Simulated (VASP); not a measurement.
A run of VASP 6.6.1:

File INCAR:

```
SYSTEM = Sn3Se2S
PREC = Accurate
ENCUT = 520
EDIFF = 1E-7
ISMEAR = 0
SIGMA = 0.1
LREAL = .FALSE.
LASPH = .TRUE.
NELM = 100
ALGO = Normal
ISIF = 2
LWAVE = .FALSE.
LCHARG = .FALSE.
GGA = PE
NBANDS = 39
```

Contents of KPOINTS:

```
Automatic mesh
0
G
  6 6 2
  0 0 0
```

POSCAR

```
Sn3Se2S
1.0
    4.2375480000      0.0000000000      0.0000000000
   -2.1187740000      3.6698242000      0.0000000000
    0.0000000000      0.0000000000     10.3723161000
Sn Se S
3 2 1
Direct
    0.0000000000      0.0000000000      0.0000000000
    0.3333333000      0.6666667000      0.6577310000
    0.6666667000      0.3333333000      0.3422690000
    0.6666667000      0.3333333000      0.8289100000
    0.3333333000      0.6666667000      0.1710900000
    0.0000000000      0.0000000000      0.5000000000
```

Potentials or basis: VASP PAW PBE potentials, release 64 (Sn_d, Se, S).

The run is started by

```console
$ cat potpaw_PBE.64/Sn_d/POTCAR potpaw_PBE.64/Se/POTCAR potpaw_PBE.64/S/POTCAR > POTCAR
$ mpirun -np 1 vasp_std > vasp.out
```

Hardware: 1 thread of Intel Xeon 8259CL, with other jobs on the host.

**Question.** Estimate the wall time of this run.

**Answer.** Wall time 2.5 min on 1 thread of Intel Xeon 8259CL, on a shared host, peak memory 0.3 GiB. Counts: scf iterations 14, k points 14.
